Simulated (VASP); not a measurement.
# BP: single point with r2SCAN0

BP:

```
P B
1.0
     0.00000    2.26900    2.26900
     2.26900    0.00000    2.26900
     2.26900    2.26900    0.00000
P B
1 1
Direct
  0.75000 0.75000 0.75000
  0.00000 0.00000 0.00000
```

```json
{
 "Program": "VASP 6.6.1",
 "Task": "single point",
 "Functional": "r2SCAN0",
 "Potentials or basis": "VASP PAW PBE potentials, release 64 (P, B)",
 "Cutoff": "520 eV",
 "k mesh": "5 × 5 × 5",
 "Occupations": "fermi-dirac, width 0.05 eV",
 "Spin": "no spin polarisation",
 "Dipole correction": "no",
 "Grid for exact exchange (PRECFOCK)": "Normal",
 "Further INCAR settings": "ALGO = Normal; EDIFF = 1e-06; NBANDS = 11"
}
```

| Quantity | Value |
| --- | --- |
| Pressure | -2.6 GPa |
| Band gap on the k mesh | 2.82 eV, indirect (least direct gap 5.19 eV) |

Levels at points of the mesh, in eV from the valence-band top:
| k point | band 1 | band 2 | band 3 | band 4 | band 5 | band 6 | band 7 | band 8 |
| --- | --- | --- | --- | --- | --- | --- | --- | --- |
| (0.00, 0.00, 0.00) | -17.65 | 0.00 | 0.00 | 0.00 | 5.19 | 5.19 | 5.19 | 9.78 |

Run time: 2.9 min on 1 thread of AMD EPYC 7R43 64-Core Processor (Zen 3) (shared host), peak memory 0.11 GiB.

Caveat: the k points lie up to 0.48 Å⁻¹ apart; the PAW data sets were made with another functional, which shifts forces and pressure a little. A k mesh can miss the band edges.
